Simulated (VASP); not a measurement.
AgPt3, 4 atoms in the cell. It takes space group P4/mmm (No. 123, tetragonal). The conventional cell has a = 3.900 Å, b = 3.900 Å, c = 3.822 Å, α = 90.00°, β = 90.00°, γ = 90.00°. Within 3.6 Å of Ag (site symmetry 4/mmm) lie 12 Pt at 2.73 to 2.76 Å. Within 3.6 Å of Pt (site symmetry mmm) lie 4 Ag at 2.73 Å and 8 Pt at 2.73 to 2.76 Å. Within 3.6 Å of Pt (site symmetry 4/mmm) lie 8 Pt at 2.73 Å and 4 Ag at 2.76 Å.  This cell differs from its parent crystal: zz strain of -2 %.

- Program: VASP 6.6.1
- Task: electric field gradients
- Functional: LDA
- Potentials or basis: VASP PAW LDA potentials, release 64 (Ag, Pt)
- Cutoff: 520 eV
- k mesh: 9 × 9 × 9
- Occupations: fermi-dirac, width 0.08 eV
- Spin: no spin polarisation
- Dipole correction: no
- Further INCAR settings: ALGO = Normal; EDIFF = 1e-08; NBANDS = 28

Potentials or basis: VASP PAW LDA potentials, release 64 (Ag, Pt).

Command:

```sh
$ cat potpaw_LDA.64/Ag/POTCAR potpaw_LDA.64/Pt/POTCAR > POTCAR
$ mpirun -np 1 vasp_std > vasp.out
```

Hardware: 1 thread of Intel Xeon 8259CL, on a shared host.

Q: How long does it take, and how much memory?

A: Run time: 3.6 min on 1 thread of Intel Xeon 8259CL, on a shared host, peak memory 0.23 GiB. Counts: scf iterations 15, k points 75.
